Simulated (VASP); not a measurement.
# WS2 (R3m) in VASP: notebook

WS2 is run at these levels: LDA; tasks: electric field gradients.

Everything below comes from runs of VASP 6.6.1. Logs are shortened: lines on timing, memory, paths and dates and some standing lists are left out, and cuts for length are marked.

**1. The cell of the first run**

The structure is trigonal, space group R3m (No. 160). The conventional cell has a = 3.168 Å, b = 3.168 Å, c = 18.551 Å, α = 90.00°, β = 90.00°, γ = 120.00°. W (site symmetry 3m) has 6 S at 2.40 to 2.42 Å and 6 W at 3.17 Å within 3.2 Å. S (site symmetry 3m) has 3 W at 2.40 Å and 7 S at 3.14 to 3.17 Å within 3.2 Å. Within 3.2 Å of S (site symmetry 3m) lie 3 W at 2.42 Å and 7 S at 3.14 to 3.17 Å.

**2. Electric field gradients, LDA (17.92 Å³/atom)**

The input, INCAR:

```
SYSTEM = WS2
PREC     = Accurate       ! precision mode
ENCUT    = 520            ! plane-wave cutoff, eV
EDIFF    = 1E-8           ! SCF threshold, eV
ISMEAR   = -1             ! smearing method
SIGMA    = 0.08           ! smearing width, eV
LREAL    = .FALSE.        ! projectors in reciprocal space
LASPH    = .TRUE.         ! aspherical terms in the spheres
NELM     = 60             ! most SCF steps
ALGO     = Normal         ! electronic algorithm
ISIF     = 2              ! what is computed and relaxed
LWAVE    = .FALSE.        ! write WAVECAR
LCHARG   = .FALSE.        ! write CHGCAR
GGA      = CA             ! functional
LEFG     = .TRUE.       
NBANDS   = 20             ! bands
```

The input, KPOINTS:

```
Automatic mesh
0
G
  13 13 13
  0 0 0
```

The input, POSCAR:

```
WS2
1.0
    1.5842462713      0.9146650112      6.1838063298
   -1.5842462713      0.9146650112      6.1838063298
    0.0000000000     -1.8293300223      6.1838063298
W S
1 2
Direct
    0.0000000000      0.0000000000      0.0000000000
    0.7503000000      0.7503000000      0.7503000000
    0.5810000000      0.5810000000      0.5810000000
```

Potentials or basis: VASP PAW LDA potentials, release 64 (W_sv, S).

Started as:

```
cat potpaw_LDA.64/W_sv/POTCAR potpaw_LDA.64/S/POTCAR > POTCAR
mpirun -np 1 vasp_std > vasp.out
```

OUTCAR:

```text
SYSTEM = WS2
   PREC = Accurate
   ENCUT = 520
   EDIFF = 1E-8
   ISMEAR = -1
   LREAL = .FALSE.
   LASPH = .TRUE.
   NELM = 60
   ISIF = 2
   GGA = CA

 ion  position               nearest neighbor table
   1  0.000  0.000  0.000-   2 2.40   2 2.40   2 2.40   3 2.42   3 2.42   3 2.42
   2  0.750  0.750  0.750-   1 2.40   1 2.40   1 2.40
   3  0.581  0.581  0.581-   1 2.42   1 2.42   1 2.42

  LATTYP: Found a trigonal (rhomboedric) cell.
 ALAT       =     6.4487137520
 COS(alpha) =     0.8792939096

  Lattice vectors:

 A1 = (   1.5842462713,   0.9146650112,   6.1838063298)
 A2 = (  -1.5842462713,   0.9146650112,   6.1838063298)
 A3 = (   0.0000000000,  -1.8293300223,   6.1838063298)

Analysis of symmetry for initial positions (statically):
=====================================================================
 Subroutine PRICEL returns:
 Original cell was already a primitive cell.

 Routine SETGRP: Setting up the symmetry group for a
 trigonal (rhombohedral) supercell.

 Subroutine GETGRP returns: Found  6 space group operations
 (whereof  6 operations were pure point group operations)
 out of a pool of 12 trial point group operations.

The static configuration has the point symmetry C_3v.

Analysis of symmetry for dynamics (positions and initial velocities):
=====================================================================
 Subroutine PRICEL returns:
 Original cell was already a primitive cell.

 Routine SETGRP: Setting up the symmetry group for a
 trigonal (rhombohedral) supercell.

 Subroutine GETGRP returns: Found  6 space group operations
 (whereof  6 operations were pure point group operations)
 out of a pool of 12 trial point group operations.

The dynamic configuration has the point symmetry C_3v.

 Subroutine INISYM returns: Found  6 space group operations
 (whereof  6 operations are pure point group operations),
 and found     1 'primitive' translations

----------------------------------------------------------------------------------------

                                     Primitive cell

  volume of cell :      53.7640

[... 128 lines left out ...]

 Free energy of the ion-electron system (eV)
  ---------------------------------------------------
  ext. energy  EPLUGINS =         0.00000000
  ---------------------------------------------------
  free energy    TOTEN  =       -26.22825598 eV

  energy without entropy =      -26.22821962  energy(sigma->0) =      -26.22823780

 E-fermi :   7.6237     XC(G=0): -11.1901

 val. band max:        7.2054603678   @ k =   0.4615   0.4615   0.4615
 cond. band min:       8.2123908368   @ k =  -0.1538   0.1538   0.0000
 fundamental gap:      1.0069304691
 Fermi energy:         7.6237316707

 k-point     1 :       0.0000    0.0000    0.0000
  band No.  band energies     occupation
      1     -66.9874      2.00000
      2     -31.5066      2.00000
      3     -31.3274      2.00000
      4     -31.3274      2.00000
      5      -8.2857      2.00000
      6      -6.3087      2.00000
[... 541 lines left out ...]
     19      14.8991      0.00000
     20      15.4739      0.00000

 [... further k-points ...]

------------------------ aborting loop because EDIFF is reached ----------------------------------------

  FORCE on cell =-STRESS in cart. coord.  units (eV):
  Direction    XX          YY          ZZ          XY          YZ          ZX
  --------------------------------------------------------------------------------------
  -------------------------------------------------------------------------------------
  Total       -1.6664731     -1.6664731     -1.5566423      0.0000000     -0.0000000     -0.0000000
  in kB      -49.6611751    -49.6611751    -46.3882013      0.0000000     -0.0000000     -0.0000000
  external PRESSURE =     -48.5701838 kB  Pullay stress =       0.0000000 kB

 VOLUME and BASIS-vectors are now :
 -----------------------------------------------------------------------------
  energy-cutoff  :      520.00
  volume of cell :       53.76
      direct lattice vectors                 reciprocal lattice vectors
     1.584246271  0.914665011  6.183806330     0.315607497  0.182216073  0.053904232
    -1.584246271  0.914665011  6.183806330    -0.315607497  0.182216073  0.053904232
     0.000000000 -1.829330022  6.183806330     0.000000000 -0.364432146  0.053904232

 POSITION                                       TOTAL-FORCE (eV/Angst)
 -----------------------------------------------------------------------------------
      0.00000      0.00000      0.00000         0.000000     -0.000000     -0.573606
      0.00000      0.00000     13.91913         0.000000     -0.000000     -0.110882
      0.00000      0.00000     10.77837         0.000000      0.000000      0.684488
 -----------------------------------------------------------------------------------
    total drift:                                0.000000      0.000000      0.000073

  FREE ENERGIE OF THE ION-ELECTRON SYSTEM (eV)
  ---------------------------------------------------
  free  energy   TOTEN  =       -26.2282559848 eV

  energy  without entropy=      -26.2282196163  energy(sigma->0) =      -26.22823780

 Electric field gradients (V/A^2)
---------------------------------------------------------------------
 ion       V_xx      V_yy      V_zz      V_xy      V_xz      V_yz
---------------------------------------------------------------------
   1      78.387    78.387  -156.774     0.000     0.000    -0.000
   2      24.567    24.567   -49.135     0.000    -0.000    -0.000
   3      20.692    20.692   -41.385    -0.000     0.000    -0.000
---------------------------------------------------------------------

 Electric field gradients after diagonalization (V/A^2)
 (convention: |V_zz| > |V_xx| > |V_yy|)
----------------------------------------------------------------------
 ion       V_xx      V_yy      V_zz     asymmetry (V_yy - V_xx)/ V_zz
----------------------------------------------------------------------
   1      78.387    78.387  -156.774       0.000
   2      24.567    24.567   -49.135       0.000
   3      20.692    20.692   -41.385       0.000
----------------------------------------------------------------------

           NMR quadrupolar parameters

 Cq : quadrupolar parameter    Cq=e*Q*V_zz/h
 eta: asymmetry parameters     (V_yy - V_xx)/ V_zz
 Q  : nuclear electric quadrupole moment in mb (millibarn)
----------------------------------------------------------------------
 ion       Cq(MHz)       eta       Q (mb)
----------------------------------------------------------------------
   1      -0.379       0.000       1.000
   2      -0.119       0.000       1.000
   3      -0.100       0.000       1.000
----------------------------------------------------------------------
```

OSZICAR:

```text
N       E                     dE             d eps       ncg     rms          rms(c)
DAV:   1     0.193732267289E+03    0.19373E+03   -0.13020E+04  9240   0.129E+03
DAV:   2    -0.175054841604E+02   -0.21124E+03   -0.20436E+03 10816   0.340E+02
DAV:   3    -0.274602956245E+02   -0.99548E+01   -0.98502E+01 11512   0.698E+01
DAV:   4    -0.276030835379E+02   -0.14279E+00   -0.14267E+00 11212   0.903E+00
DAV:   5    -0.276055535871E+02   -0.24700E-02   -0.24699E-02 11540   0.124E+00    0.268E+01
DAV:   6    -0.264429652003E+02    0.11626E+01   -0.61854E+00 10212   0.166E+01    0.107E+01
DAV:   7    -0.262940797705E+02    0.14889E+00   -0.15089E+00  9672   0.697E+00    0.559E+00
DAV:   8    -0.262302205206E+02    0.63859E-01   -0.28825E-01 10716   0.350E+00    0.111E+00
DAV:   9    -0.262286714656E+02    0.15491E-02   -0.12463E-02 11392   0.763E-01    0.463E-01
DAV:  10    -0.262282825102E+02    0.38896E-03   -0.34709E-03 10872   0.412E-01    0.721E-02
DAV:  11    -0.262282585828E+02    0.23927E-04   -0.45156E-04 10492   0.138E-01    0.565E-02
DAV:  12    -0.262282550554E+02    0.35274E-05   -0.40993E-05 10844   0.498E-02    0.150E-02
DAV:  13    -0.262282560066E+02   -0.95116E-06   -0.31554E-06 10728   0.132E-02    0.751E-03
DAV:  14    -0.262282559847E+02    0.21872E-07   -0.74212E-07 11484   0.520E-03    0.196E-03
DAV:  15    -0.262282559848E+02   -0.11869E-09   -0.77394E-08 10708   0.203E-03
   1 F= -.26228256E+02 E0= -.26228238E+02  d E =-.363685E-04
```

stdout:

```text
POSCAR found type information on POSCAR W S
 POSCAR found :  2 types and       3 ions
 scaLAPACK will be used
 LDA part: xc-table for (Slater(with rela. corr.)+CA(PZ))
 , standard interpolation
 POSCAR, INCAR and KPOINTS ok, starting setup
 FFT: planning ... GRIDC
 FFT: planning ... GRID_SOFT
 FFT: planning ... GRID
 WAVECAR not read
 entering main loop
ion   1

ion   2

ion   3
```

It took 8.2 min on 1 thread of AMD EPYC 9R45 (Zen 5), shared host; peak memory 0.39 GiB.

What came out:

- Free energy: -26.2283 eV
- Pressure: -4.9 GPa
- Largest force: 0.684 eV/Å
- Band gap on the k mesh: 1.01 eV (least direct gap 2.07 eV)
- Largest electric field gradient by atom: W -156.8; S -49.1, -41.4 V/Å²

Forces in eV/Å, atoms in the order of the input:
```
W    0.000  0.000 -0.574
S    0.000  0.000 -0.111
S    0.000  0.000  0.684
```

Stress tensor (GPa, compression positive):
```
-4.97  0.00  0.00
 0.00 -4.97  0.00
 0.00  0.00 -4.64
```

Electric field gradients, principal values (V/Å²):
```tsv
atom	least	middle	greatest (by size)
1 W	78.387	78.387	-156.774
2 S	24.567	24.567	-49.135
3 S	20.692	20.692	-41.385
```

Caveat: the cell stands under tension; without QUAD_EFG the Cq values of the log hold for a quadrupole moment of 1 mb, not for the nuclei; spin-orbit coupling is left out, which moves the levels of the heavy elements. A k mesh can miss the band edges.

**3. Electric field gradients, LDA (equal xx and yy strain of -3 %)**

The input, INCAR:

```
PREC = Accurate
ENCUT = 520
EDIFF = 1E-8
ISMEAR = -1
SIGMA = 0.08
LREAL = False
LASPH = True
NELM = 60
ALGO = Normal
ISIF = 2
LWAVE = False
LCHARG = False
GGA = CA
LEFG = True
NBANDS = 20
```

The input, KPOINTS:

```
Automatic mesh
0
Gamma
  13 13 13
```

The input, POSCAR:

```
WS2
1.0
    1.5316303728      0.8842872080      6.1633300000
   -1.5316303728      0.8842872080      6.1633300000
    0.0000000000     -1.7685744160      6.1633300000
W S
1 2
Direct
    0.0000000000      0.0000000000      0.0000000000
    0.7503000000      0.7503000000      0.7503000000
    0.5810000000      0.5810000000      0.5810000000
```

Potentials or basis: VASP PAW LDA potentials, release 64 (W_sv, S).

Started as:

```
cat potpaw_LDA.64/W_sv/POTCAR potpaw_LDA.64/S/POTCAR > POTCAR
mpirun -np 1 vasp_std > vasp.out
```

OUTCAR:

```text
PREC = Accurate
   ENCUT = 520
   EDIFF = 1E-8
   ISMEAR = -1
   LREAL = False
   LASPH = True
   NELM = 60
   ISIF = 2
   GGA = CA

 ion  position               nearest neighbor table
   1  0.000  0.000  0.000-   2 2.35   2 2.35   2 2.35   3 2.37   3 2.37   3 2.37
   2  0.750  0.750  0.750-   1 2.35   1 2.35   1 2.35
   3  0.581  0.581  0.581-   1 2.37   1 2.37   1 2.37

  LATTYP: Found a trigonal (rhomboedric) cell.
 ALAT       =     6.4120583399
 COS(alpha) =     0.8858849288

  Lattice vectors:

 A1 = (   1.5316303728,   0.8842872080,   6.1633300000)
 A2 = (  -1.5316303728,   0.8842872080,   6.1633300000)
 A3 = (   0.0000000000,  -1.7685744160,   6.1633300000)

Analysis of symmetry for initial positions (statically):
=====================================================================
 Subroutine PRICEL returns:
 Original cell was already a primitive cell.

 Routine SETGRP: Setting up the symmetry group for a
 trigonal (rhombohedral) supercell.

 Subroutine GETGRP returns: Found  6 space group operations
 (whereof  6 operations were pure point group operations)
 out of a pool of 12 trial point group operations.

The static configuration has the point symmetry C_3v.

Analysis of symmetry for dynamics (positions and initial velocities):
=====================================================================
 Subroutine PRICEL returns:
 Original cell was already a primitive cell.

 Routine SETGRP: Setting up the symmetry group for a
 trigonal (rhombohedral) supercell.

[... 164 lines left out ...]
      3     -30.2643      2.00000
      4     -30.2643      2.00000
      5      -7.9103      2.00000
      6      -5.7841      2.00000
[... 541 lines left out ...]
     19      15.9642      0.00000
     20      16.6754      0.00000

 [... further k-points ...]

------------------------ aborting loop because EDIFF is reached ----------------------------------------

  FORCE on cell =-STRESS in cart. coord.  units (eV):
  Direction    XX          YY          ZZ          XY          YZ          ZX
  --------------------------------------------------------------------------------------
  -------------------------------------------------------------------------------------
  Total        2.9049131      2.9049131      1.4704905     -0.0000000      0.0000000      0.0000000
  in kB       92.9243962     92.9243962     47.0390814     -0.0000000      0.0000000      0.0000000
  external PRESSURE =      77.6292913 kB  Pullay stress =       0.0000000 kB

 VOLUME and BASIS-vectors are now :
 -----------------------------------------------------------------------------
  energy-cutoff  :      520.00
  volume of cell :       50.09
      direct lattice vectors                 reciprocal lattice vectors
     1.531630373  0.884287208  6.163330000     0.326449520  0.188475718  0.054083318
    -1.531630373  0.884287208  6.163330000    -0.326449520  0.188475718  0.054083318
     0.000000000 -1.768574416  6.163330000     0.000000000 -0.376951436  0.054083318

 POSITION                                       TOTAL-FORCE (eV/Angst)
 -----------------------------------------------------------------------------------
      0.00000      0.00000      0.00000         0.000000      0.000000     -0.677273
      0.00000      0.00000     13.87304         0.000000      0.000000      0.853188
      0.00000      0.00000     10.74268         0.000000      0.000000     -0.175915
 -----------------------------------------------------------------------------------
    total drift:                                0.000000      0.000000      0.000055

  FREE ENERGIE OF THE ION-ELECTRON SYSTEM (eV)
  ---------------------------------------------------
  free  energy   TOTEN  =       -26.1890792773 eV

  energy  without entropy=      -26.1890548531  energy(sigma->0) =      -26.18906707

 Electric field gradients (V/A^2)
---------------------------------------------------------------------
 ion       V_xx      V_yy      V_zz      V_xy      V_xz      V_yz
---------------------------------------------------------------------
   1      76.500    76.500  -153.000    -0.000    -0.000    -0.000
   2      24.163    24.163   -48.326    -0.000     0.000    -0.000
   3      20.017    20.017   -40.035    -0.000    -0.000     0.000
---------------------------------------------------------------------

 Electric field gradients after diagonalization (V/A^2)
 (convention: |V_zz| > |V_xx| > |V_yy|)
----------------------------------------------------------------------
 ion       V_xx      V_yy      V_zz     asymmetry (V_yy - V_xx)/ V_zz
----------------------------------------------------------------------
   1      76.500    76.500  -153.000       0.000
   2      24.163    24.163   -48.326       0.000
   3      20.017    20.017   -40.035       0.000
----------------------------------------------------------------------

           NMR quadrupolar parameters

 Cq : quadrupolar parameter    Cq=e*Q*V_zz/h
 eta: asymmetry parameters     (V_yy - V_xx)/ V_zz
 Q  : nuclear electric quadrupole moment in mb (millibarn)
----------------------------------------------------------------------
 ion       Cq(MHz)       eta       Q (mb)
----------------------------------------------------------------------
   1      -0.370       0.000       1.000
   2      -0.117       0.000       1.000
   3      -0.097       0.000       1.000
----------------------------------------------------------------------
```

OSZICAR:

```text
N       E                     dE             d eps       ncg     rms          rms(c)
DAV:   1     0.198251270473E+03    0.19825E+03   -0.13045E+04  9248   0.131E+03
DAV:   2    -0.169519715841E+02   -0.21520E+03   -0.20808E+03 10660   0.348E+02
DAV:   3    -0.272748825485E+02   -0.10323E+02   -0.10209E+02 11656   0.715E+01
DAV:   4    -0.274191815434E+02   -0.14430E+00   -0.14419E+00 11184   0.907E+00
DAV:   5    -0.274215449437E+02   -0.23634E-02   -0.23633E-02 11420   0.122E+00    0.310E+01
DAV:   6    -0.263798548714E+02    0.10417E+01   -0.44787E+00 10380   0.149E+01    0.128E+01
DAV:   7    -0.262471922039E+02    0.13266E+00   -0.12261E+00  9856   0.628E+00    0.565E+00
DAV:   8    -0.261916451404E+02    0.55547E-01   -0.28019E-01 10644   0.348E+00    0.133E+00
DAV:   9    -0.261894844092E+02    0.21607E-02   -0.14789E-02 11468   0.821E-01    0.575E-01
DAV:  10    -0.261891184325E+02    0.36598E-03   -0.42464E-03 10656   0.446E-01    0.663E-02
DAV:  11    -0.261890804585E+02    0.37974E-04   -0.37690E-04 10516   0.134E-01    0.664E-02
DAV:  12    -0.261890791356E+02    0.13229E-05   -0.50520E-05 10984   0.553E-02    0.114E-02
DAV:  13    -0.261890792657E+02   -0.13006E-06   -0.34324E-06 10756   0.142E-02    0.312E-03
DAV:  14    -0.261890792799E+02   -0.14246E-07   -0.37764E-07 11252   0.390E-03    0.212E-03
DAV:  15    -0.261890792773E+02    0.25493E-08   -0.84354E-08 10960   0.222E-03
   1 F= -.26189079E+02 E0= -.26189067E+02  d E =-.244242E-04
```

stdout:

```text
POSCAR found type information on POSCAR W S
 POSCAR found :  2 types and       3 ions
 scaLAPACK will be used
 LDA part: xc-table for (Slater(with rela. corr.)+CA(PZ))
 , standard interpolation
 POSCAR, INCAR and KPOINTS ok, starting setup
 FFT: planning ... GRIDC
 FFT: planning ... GRID_SOFT
 FFT: planning ... GRID
 WAVECAR not read
 entering main loop
ion   1

ion   2

ion   3
```

Wall time 5.9 min (1 thread of Intel Xeon 6975P-C (Granite Rapids), shared host); peak memory 0.41 GiB.

What came out:

| Property | Result |
| --- | --- |
| Free energy | -26.1891 eV |
| Pressure | 7.8 GPa |
| Largest force | 0.853 eV/Å |
| Band gap on the k mesh | 1.07 eV (least direct gap 2.47 eV) |
| Largest electric field gradient by atom | W -153.0; S -48.3, -40.0 V/Å² |

Forces on the atoms (eV/Å):
```
W    0.000  0.000 -0.677
S    0.000  0.000  0.853
S    0.000  0.000 -0.176
```

Electric field gradients, principal values (V/Å²):
```
atom   least  middle  greatest (by size)
 1 W  76.500  76.500            -153.000
 2 S  24.163  24.163             -48.326
 3 S  20.017  20.017             -40.035
```

Caveat: the cell differs from its parent crystal (equal xx and yy strain of -3 %); the cell stands under pressure; without QUAD_EFG the Cq values of the log hold for a quadrupole moment of 1 mb, not for the nuclei; spin-orbit coupling is left out, which moves the levels of the heavy elements. A k mesh can miss the band edges.

[end of part 1 of 2]
